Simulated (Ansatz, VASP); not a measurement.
## Na: VASP beside Ansatz

```
CELL_PARAMETERS angstrom
0.00000 3.10746 6.32149
1.91759 0.00000 6.32149
1.91759 3.10746 0.00000
ATOMIC_POSITIONS crystal
Na 0.13140 0.13140 0.86860
Na 0.86860 0.86860 0.13140
```

Alike in both runs: functional PBE; k mesh 6 × 6 × 6; occupations gaussian, width 0.1 eV; no spin polarisation.

Ansatz relaxed the structure, and its values are those at the end. VASP's run is a single point on that final structure, the one shown.

|  | VASP | Ansatz |
| --- | --- | --- |
| version | VASP 6.6.1 | Ansatz 0.2.0 |
| potentials or method | VASP PAW PBE potentials, release 64 (Na_pv), cutoff 520 eV | scalar-relativistic, plane waves, PAW |
| valence electrons in the cell | 14 | 18 |

|  | VASP | Ansatz | Ansatz less VASP |
| --- | --- | --- | --- |
| gap on the k mesh at the Fermi level (eV) | none | none | - |
| pressure (GPa) | 0.1 | 0.1 | 0.00 |
| rms of the force components (eV/Å) | 0.006 | 0.007 | +0.0005 |

A gap of «none» marks a metal or a gap that the smearing closes. VASP's potentials hold 14 valence electrons a cell and Ansatz's 18, so a difference there can come from the potentials and not from the codes.
